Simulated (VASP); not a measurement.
Wanted: the native input for a VASP 6.6.1 run.

- Task: single point
- Functional: PBE
- Potentials or basis: VASP PAW PBE potentials, release 64 (Ga_d, P)
- Cutoff: 500 eV
- k mesh: 8 × 8 × 8
- Occupations: gaussian, width 0.02 eV
- Spin: no spin polarisation
- Dipole correction: no
- Further INCAR settings: ALGO = Normal; EDIFF = 1e-06; NBANDS = 16

The structure of GaP lies in POSCAR:

```
GaP
1.0
    0.0000000000      2.7525368159      2.7525368159
    2.7525368159      0.0000000000      2.7525368159
    2.7525368159      2.7525368159      0.0000000000
Ga P
1 1
Direct
    0.0000000000      0.0000000000      0.0000000000
    0.2500000000      0.2500000000      0.2500000000
```

The input as run:

INCAR

```
PREC = Accurate ; ENCUT = 500
EDIFF = 1E-6 ; ISMEAR = 0
SIGMA = 0.02 ; LREAL = False
LASPH = True ; NELM = 120
ALGO = Normal ; ISIF = 2
LWAVE = False ; LCHARG = False
GGA = PE ; NBANDS = 16
GGA_COMPAT = False
```

KPOINTS

```
regular mesh
0
Gamma
  8 8 8
```

Potentials or basis: VASP PAW PBE potentials, release 64 (Ga_d, P).

Launch:

```bash
$ cat potpaw_PBE.64/Ga_d/POTCAR potpaw_PBE.64/P/POTCAR > POTCAR
$ mpirun -np 1 vasp_std > vasp.out
```

Results of the run:

```yaml
Pressure: 0.0 GPa
Band_gap_on_the_k_mesh: 1.58 eV, direct
```

Wall time 14 s on 1 thread of Intel(R) Xeon(R) 6975P-C (Granite Rapids) (shared host), peak memory 0.15 GiB.
